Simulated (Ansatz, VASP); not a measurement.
# MgCd3O in VASP and in Ansatz

```xyz
5
Lattice="4.6913 0.0000 0.0000 0.0000 4.6913 0.0000 0.0000 0.0000 4.6913" Properties=species:S:1:pos:R:3 pbc="T T T"
Mg    2.3456    2.3456    2.3456
Cd    2.3456    0.0000    0.0000
Cd    0.0000    2.3456    0.0000
Cd    0.0000    0.0000    2.3456
O     0.0000    0.0000    0.0000
```

Change from the starting cell: species swapped into the KMnF3 type (Pm-3m, No. 221).

Alike in both runs: task single point; functional PBE; k mesh 4 × 4 × 4; occupations gaussian, width 0.1 eV; collinear spin.

|  | VASP | Ansatz |
| --- | --- | --- |
| version | VASP 6.6.1 | Ansatz 0.2.0 |
| potentials or method | VASP PAW PBE potentials, release 64 (Mg, Cd, O), cutoff 600 eV | scalar-relativistic, plane waves, PAW |
| valence electrons in the cell | 44 | 76 |

VASP gave:

- gap on the k mesh at the Fermi level (eV): none
- pressure (GPa): 0.3
- net moment per atom (μB): 0.00

Estimate Ansatz's values.

gap on the k mesh at the Fermi level (eV): none; pressure (GPa): 0.0; net moment per atom (μB): 0.00.

A gap of «none» marks a metal or a gap that the smearing closes. The functional is the same, so the differences come from potentials, cutoffs and numerics. VASP's potentials hold 44 valence electrons a cell and Ansatz's 76, so a difference there can come from the potentials and not from the codes. Ansatz's warnings: seeded moment not kept.
